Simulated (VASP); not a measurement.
Set up this calculation in VASP 6.6.1, as the native input.

```
Task                   : single point
Functional             : PBEsol
Potentials or basis    : VASP PAW PBE potentials, release 64 (Bi_d, Te)
Cutoff                 : 520 eV
k mesh                 : 8 × 8 × 8
Occupations            : gaussian, width 0.05 eV
Spin                   : no spin polarisation
Dipole correction      : no
Further INCAR settings : ALGO = Normal; EDIFF = 1e-06; NBANDS = 18
```

The structure of BiTe lies in POSCAR:

```
BiTe
1.0
    0.0000000000      3.5126297736      3.5126297736
    3.5126297736      0.0000000000      3.5126297736
    3.5126297736      3.5126297736      0.0000000000
Bi Te
1 1
Direct
    0.0000000000      0.0000000000      0.0000000000
    0.2500000000      0.2500000000      0.2500000000
```

This cell differs from its parent crystal: volume scaled by 0.960.

The input as run:

INCAR

```
PREC     = Accurate       # precision mode
ENCUT    = 520            # plane-wave cutoff, eV
EDIFF    = 1E-6           # SCF threshold, eV
ISMEAR   = 0              # smearing method
SIGMA    = 0.05           # smearing width, eV
LREAL    = F              # projectors in reciprocal space
LASPH    = T              # aspherical terms in the spheres
NELM     = 100            # most SCF steps
ALGO     = Normal         # electronic algorithm
ISIF     = 2              # what is computed and relaxed
LWAVE    = F              # write WAVECAR
LCHARG   = F              # write CHGCAR
GGA      = PS             # functional
NBANDS   = 18             # bands
```

KPOINTS

```
Automatic mesh
0
Gamma
  8 8 8
```

Potentials or basis: VASP PAW PBE potentials, release 64 (Bi_d, Te).

Launch:

```sh
$ cat potpaw_PBE.64/Bi_d/POTCAR potpaw_PBE.64/Te/POTCAR > POTCAR
$ mpirun -np 1 vasp_std > vasp.out
```

Results of the run:

* Pressure: 1.4 GPa

Caveat: the PAW data sets were made with another functional, which shifts forces and pressure a little.

Wall time 48 s on 1 thread of Intel(R) Xeon(R) Platinum 8488C (Sapphire Rapids), with other jobs on the host, peak memory 0.25 GiB.
